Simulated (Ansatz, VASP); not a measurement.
## Ge2Sb2Te5: VASP beside Ansatz

POSCAR

```
Ge2Sb2Te5
1.0
    4.2940644248      0.0000000000      0.0000000000
   -2.1470322124      3.7187688774      0.0000000000
    0.0000000000      0.0000000000     17.1013460000
Te Sb Ge
5 2 2
Direct
    0.6666666667      0.3333333333      0.4198920000
    0.3333333333      0.6666666667      0.5801080000
    0.3333333333      0.6666666667      0.2015420000
    0.6666666667      0.3333333333      0.7984580000
    0.0000000000      0.0000000000      0.0000000000
    0.0000000000      0.0000000000      0.3200680000
    0.0000000000      0.0000000000      0.6799320000
    0.6666666667      0.3333333333      0.1028950000
    0.3333333333      0.6666666667      0.8971050000
```

The input INCAR.step1:

```
SYSTEM = Ge2Sb2Te5
ALGO = Normal ; EDIFF = 1E-4
ENCUT = 520 ; GGA = PE
ISMEAR = -1 ; LASPH = .TRUE.
LCHARG = .FALSE. ; LREAL = .FALSE.
LWAVE = .TRUE. ; NBANDS = 44
NELM = 100 ; PREC = Accurate
SIGMA = 0.05
```

INCAR.step2

```
SYSTEM = Ge2Sb2Te5
ALGO = Normal ; EDIFF = 1E-7
ENCUT = 520 ; ISIF = 2
ISMEAR = -1 ; ISTART = 1
LASPH = .TRUE. ; LCHARG = .FALSE.
LMIXTAU = .TRUE. ; LREAL = .FALSE.
LWAVE = .FALSE. ; METAGGA = R2SCAN
NBANDS = 44 ; NELM = 100
PREC = Accurate ; SIGMA = 0.05
```

KPOINTS

```
k-points
0
G
  7 7 2
  0 0 0
```

File input.yaml:

```yaml
crystal:
  lattice:
    - [4.2940644248, 0.0, 0.0]
    - [-2.1470322124, 3.7187688774, 0.0]
    - [0.0, 0.0, 17.101346]
  atoms:
    - { symbol: Te, position: [0.6666666667, 0.3333333333, 0.419892] }
    - { symbol: Te, position: [0.3333333333, 0.6666666667, 0.580108] }
    - { symbol: Te, position: [0.3333333333, 0.6666666667, 0.201542] }
    - { symbol: Te, position: [0.6666666667, 0.3333333333, 0.798458] }
    - { symbol: Te, position: [0.0, 0.0, 0.0] }
    - { symbol: Sb, position: [0.0, 0.0, 0.320068] }
    - { symbol: Sb, position: [0.0, 0.0, 0.679932] }
    - { symbol: Ge, position: [0.6666666667, 0.3333333333, 0.102895] }
    - { symbol: Ge, position: [0.3333333333, 0.6666666667, 0.897105] }
hamiltonian:
  xc: r2scan
  pseudopotentials: { kind: paw }
kpoints:
  mp_grid: { grid: [7, 7, 2] }
  band_path:
    path:
      - [[0.0, 0.0, 0.0], [0.5, 0.0, 0.0], [0.3333333333, 0.3333333333, 0.0], [0.0, 0.0, 0.0], [0.0, 0.0, 0.5], [0.5, 0.0, 0.5], [0.3333333333, 0.3333333333, 0.5], [0.0, 0.0, 0.5]]
      - [[0.5, 0.0, 0.5], [0.5, 0.0, 0.0]]
      - [[0.3333333333, 0.3333333333, 0.0], [0.3333333333, 0.3333333333, 0.5]]
    npoints: 10
scf:
  occupations: { method: fermi_dirac, width: 0.05 }
  n_extra_bands: 22
output:
  forces: true
  stress: true
  eigenvalues: true
  fatbands: true
```

Alike in both runs: functional r2SCAN; k mesh 7 × 7 × 2; occupations fermi-dirac, width 0.05 eV; no spin polarisation.

```csv
,VASP,Ansatz
version,VASP 6.6.1,Ansatz 0.2.0
potentials or method,"VASP PAW PBE potentials, release 64 (Te, Sb, Ge_d)",Ansatz PAW
plane-wave cutoff (eV),520,500
valence electrons in the cell,68,138
task,single point,band structure
```

```csv
,VASP,Ansatz,Ansatz less VASP
gap on the k mesh at the Fermi level (eV),0.22,0.22,+0.003
least direct gap on the mesh (eV),0.22,0.22,+0.003
pressure (GPa),-0.5,-0.5,+0.02
"traceless stress, the component that is largest in VASP (GPa)",0.09,0.09,-0.003
rms of the force components (eV/Å),0.073,0.079,+0.0059
```

VASP's potentials were made for PBE, not for r2SCAN. Atom by atom the forces differ by 0.009 eV/Å (rms over components). VASP's potentials hold 68 valence electrons a cell and Ansatz's 138, so a difference there can come from the potentials and not from the codes.

Spin-orbit coupling is off throughout.
